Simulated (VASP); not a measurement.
Write the native input for VASP 6.6.1 that does the following.

* Task: single point
* Functional: PBEsol
* Potentials or basis: VASP PAW PBE potentials, release 64 (Rb_sv, Br)
* Cutoff: 520 eV
* k mesh: 6 × 6 × 6
* Occupations: gaussian, width 0.01 eV
* Spin: no spin polarisation
* Dipole correction: no
* Further INCAR settings: ALGO = Normal; EDIFF = 1e-06; NBANDS = 15

The structure of RbBr lies in POSCAR:

```
RbBr
1.0
    3.6171364673      0.0000000000      0.0000000000
    0.0000000000      3.6171364673      0.0000000000
    0.0000000000      0.0000000000      3.6171364673
Rb Br
1 1
Direct
    0.0000000000      0.0000000000      0.0000000000
    0.5000000000      0.5000000000      0.5000000000
```

These files were run (other wordings do the same):

INCAR

```
SYSTEM = RbBr
ALGO     = Normal         ! electronic algorithm
EDIFF    = 1E-6           ! SCF threshold, eV
ENCUT    = 520            ! plane-wave cutoff, eV
GGA      = PS             ! functional
ISIF     = 2              ! what is computed and relaxed
ISMEAR   = 0              ! smearing method
LASPH    = .TRUE.         ! aspherical terms in the spheres
LCHARG   = .FALSE.        ! write CHGCAR
LREAL    = .FALSE.        ! projectors in reciprocal space
LWAVE    = .FALSE.        ! write WAVECAR
NBANDS   = 15             ! bands
NELM     = 60             ! most SCF steps
PREC     = Accurate       ! precision mode
SIGMA    = 0.01           ! smearing width, eV
```

KPOINTS

```
k-points
0
G
  6 6 6
  0 0 0
```

Potentials or basis: VASP PAW PBE potentials, release 64 (Rb_sv, Br).

The run is started by

```console
$ cat potpaw_PBE.64/Rb_sv/POTCAR potpaw_PBE.64/Br/POTCAR > POTCAR
$ mpirun -np 1 vasp_std > vasp.out
```

Results of the run:

```json
{
  "Pressure": "15.3 GPa",
  "Band gap on the k mesh": "4.54 eV (least direct gap 4.61 eV)"
}
```

Caveat: the cell stands under pressure; the PAW data sets were made with another functional, which shifts forces and pressure a little.

Run time: 7.1 s on 1 thread of Intel(R) Xeon(R) 6975P-C (Granite Rapids), with other jobs on the host, peak memory 0.15 GiB.
